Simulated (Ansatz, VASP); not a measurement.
# One calculation of SiS2, two programs

```xyz
6
Lattice="-3.1847 5.5438 2.7963 3.1847 -5.5438 2.7963 3.1847 5.5438 -2.7963" Properties=species:S:1:pos:R:3 pbc="T T T"
Si    0.0000    0.0000    4.1945
Si    0.0000    0.0000    1.3982
S     2.0290    4.3910    2.7963
S     1.1557    1.1528    0.0000
S     2.0290    6.6966    0.0000
S     1.1557   -1.1528    2.7963
```

Alike in both runs: functional PBE; k mesh 6 × 6 × 6; occupations gaussian, width 0.02 eV; no spin polarisation.

Ansatz relaxed the structure, and its values are those at the end. VASP's run is a single point on that final structure, the one shown.

```csv
,VASP,Ansatz
version,VASP 6.6.1,Ansatz 0.2.0
potentials or method,"VASP PAW PBE potentials, release 64 (Si, S), cutoff 520 eV","scalar-relativistic, plane waves, PAW"
valence electrons in the cell,32,32
```

|  | VASP | Ansatz | Ansatz less VASP |
| --- | --- | --- | --- |
| gap on the k mesh at the Fermi level (eV) | 3.11 | 3.09 | -0.015 |
| least direct gap on the mesh (eV) | 3.46 | 3.44 | -0.013 |
| pressure (GPa) | -0.2 | 0.0 | +0.17 |
| rms of the force components (eV/Å) | 0.024 | 0.002 | -0.0220 |

The functional is the same, so the differences come from potentials, cutoffs and numerics.
